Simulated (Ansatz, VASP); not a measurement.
Two plane-wave programs on SnO2

The input INCAR:

```
SYSTEM = SnO2
PREC = Accurate
ENCUT = 520
EDIFF = 1E-6
ISMEAR = 0
SIGMA = 0.05
LREAL = .False.
LASPH = .True.
NELM = 80
ALGO = Normal
ISIF = 2
LWAVE = .False.
LCHARG = .True.
GGA = PS
LELF = .True.
LVHAR = .True.
NBANDS = 35
```

File KPOINTS:

```
regular mesh
0
Gamma
  6 6 8
  0 0 0
```

The input POSCAR:

```
SnO2
1.0
    4.8879424508      0.0000000000      0.0000000000
    0.0000000000      4.8879424508      0.0000000000
    0.0000000000      0.0000000000      3.2916534163
Sn O
2 4
Direct
    0.0000000000      0.0000000000      0.0000000000
    0.5000000000      0.5000000000      0.5000000000
    0.2176265853      0.3949695495      0.0000000000
    0.2823734147      0.8949695495      0.5000000000
    0.7823734147      0.6050304505      0.0000000000
    0.7176265853      0.1050304505      0.5000000000
```

Input for Ansatz:

```yaml
crystal:
  lattice:
    - [4.8879424508, 0.0, 0.0]
    - [0.0, 4.8879424508, 0.0]
    - [0.0, 0.0, 3.2916534163]
  atoms:
    - { symbol: Sn, position: [0.0, 0.0, 0.0] }
    - { symbol: Sn, position: [0.5, 0.5, 0.5] }
    - { symbol: O, position: [0.2176265853, 0.3949695495, 0.0] }
    - { symbol: O, position: [0.2823734147, 0.8949695495, 0.5] }
    - { symbol: O, position: [0.7823734147, 0.6050304505, 0.0] }
    - { symbol: O, position: [0.7176265853, 0.1050304505, 0.5] }
basis:
  ecutwfc: 520.0
kpoints:
  mp_grid: { grid: [6, 6, 8] }
hamiltonian:
  xc: pbesol
  pseudopotentials: { kind: paw, azcp: { folder: soft_1 } }
scf:
  occupations: { method: gaussian, width: 0.05 }
output:
  forces: true
  stress: true
  eigenvalues: true
```

Change from the starting cell: mode 4 frozen in at -0.598 Å, equal normal strain along x, y and z +0.0250.

Alike in both runs: task single point; functional PBEsol; k mesh 6 × 6 × 8; occupations gaussian, width 0.05 eV; no spin polarisation.

|  | VASP | Ansatz |
| --- | --- | --- |
| version | VASP 6.6.1 | Ansatz 0.2.0 |
| potentials or method | VASP PAW PBE potentials, release 64 (Sn_d, O), cutoff 520 eV | scalar-relativistic, plane waves, PAW |
| valence electrons in the cell | 52 | 52 |

```csv
,VASP,Ansatz,Ansatz less VASP
gap on the k mesh at the Fermi level (eV),0.04,0.06,+0.013
least direct gap on the mesh (eV),0.04,0.06,+0.013
pressure (GPa),-17.5,-17.9,-0.42
"traceless stress, the component that is largest in VASP (GPa)",-3.14,-3.27,-0.129
rms of the force components (eV/Å),1.047,1.058,+0.0106
```

VASP's potentials were made for PBE, not for PBEsol, and Ansatz warns of the same on its side. Atom by atom the forces differ by 0.011 eV/Å (rms over components). The functional is the same, so the differences come from potentials, cutoffs and numerics.
